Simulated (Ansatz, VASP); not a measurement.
**Two plane-wave programs on HCl**

File INCAR:

```
SYSTEM = HCl
ALGO     = Normal         ! electronic algorithm
EDIFF    = 1E-6           ! SCF threshold, eV
ENCUT    = 520            ! plane-wave cutoff, eV
GGA      = CA             ! functional
ISIF     = 2              ! what is computed and relaxed
ISMEAR   = 0              ! smearing method
LASPH    = .True.         ! aspherical terms in the spheres
LCHARG   = .False.        ! write CHGCAR
LREAL    = .False.        ! projectors in reciprocal space
LWAVE    = .False.        ! write WAVECAR
NBANDS   = 11             ! bands
NELM     = 60             ! most SCF steps
PREC     = Accurate       ! precision mode
SIGMA    = 0.15           ! smearing width, eV
```

KPOINTS

```
k-points
0
Gamma
  16 16 16
  0 0 0
```

The input POSCAR:

```
HCl
1.0
    0.0000000000      2.7375000000      2.7375000000
    2.7375000000      0.0000000000      2.7375000000
    2.7375000000      2.7375000000      0.0000000000
H Cl
1 1
Direct
    0.0000000000      0.0000000000      0.0000000000
    0.5000000000      0.5000000000      0.5000000000
```

Input for Ansatz:

```yaml
crystal:
  lattice:
    - [0.0, 2.7375, 2.7375]
    - [2.7375, 0.0, 2.7375]
    - [2.7375, 2.7375, 0.0]
  atoms:
    - { symbol: H, position: [0.0, 0.0, 0.0] }
    - { symbol: Cl, position: [0.5, 0.5, 0.5] }
basis:
  ecutwfc: 420
kpoints:
  mp_grid: { grid: [16, 16, 16] }
hamiltonian:
  xc: lda
scf:
  occupations: { method: gaussian, width: 0.15 }
output:
  forces: true
  stress: true
  eigenvalues: true
```

Alike in both runs: task single point; functional LDA; k mesh 16 × 16 × 16; occupations gaussian, width 0.15 eV; no spin polarisation.

|  | VASP | Ansatz |
| --- | --- | --- |
| version | VASP 6.6.1 | Ansatz 0.2.0 |
| potentials or method | VASP PAW LDA potentials, release 64 (H, Cl), cutoff 520 eV | scalar-relativistic, plane waves, PAW |
| valence electrons in the cell | 8 | 8 |

Ansatz gave:

- gap on the k mesh at the Fermi level (eV): none
- pressure (GPa): -11.3

Problem. Which values does VASP return?

Solution. gap on the k mesh at the Fermi level (eV): none; pressure (GPa): -11.4.

LDA's correlation is that of Perdew and Zunger in VASP and of Perdew and Wang (1992) in Ansatz. A gap of «none» marks a metal or a gap that the smearing closes.
